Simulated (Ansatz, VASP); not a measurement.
## One calculation of SiC, two programs

```
Si C
1.0
     3.07756    0.00000    0.00000
    -1.53878    2.66524    0.00000
     0.00000    0.00000   10.07677
Si C
4 4
Direct
  0.66667 0.33333 0.93784
  0.33333 0.66667 0.43784
  0.00000 0.00000 0.68789
  0.00000 0.00000 0.18789
  0.66667 0.33333 0.74980
  0.33333 0.66667 0.24980
  0.00000 0.00000 0.50046
  0.00000 0.00000 0.00046
```

Alike in both runs: functional r2SCAN; k mesh 12 × 12 × 4; occupations gaussian, width 0.02 eV; no spin polarisation.

Ansatz relaxed the structure, and its values are those at the end. VASP's run is a single point on that final structure, the one shown.

|  | VASP | Ansatz |
| --- | --- | --- |
| version | VASP 6.6.1 | Ansatz 0.2.0 |
| potentials or method | VASP PAW PBE potentials, release 64 (Si, C), cutoff 520 eV | scalar-relativistic, plane waves, PAW |
| valence electrons in the cell | 32 | 32 |

Ansatz gave:

```
gap on the k mesh at the Fermi level (eV) : 2.60
least direct gap on the mesh (eV)         : 3.78
pressure (GPa)                            : 0.0
```

**Question.** Which values does VASP return?

**Answer.** gap on the k mesh at the Fermi level (eV): 2.61; least direct gap on the mesh (eV): 3.79; pressure (GPa): -0.2.

VASP's potentials were made for PBE, not for r2SCAN. The functional is the same, so the differences come from potentials, cutoffs and numerics.
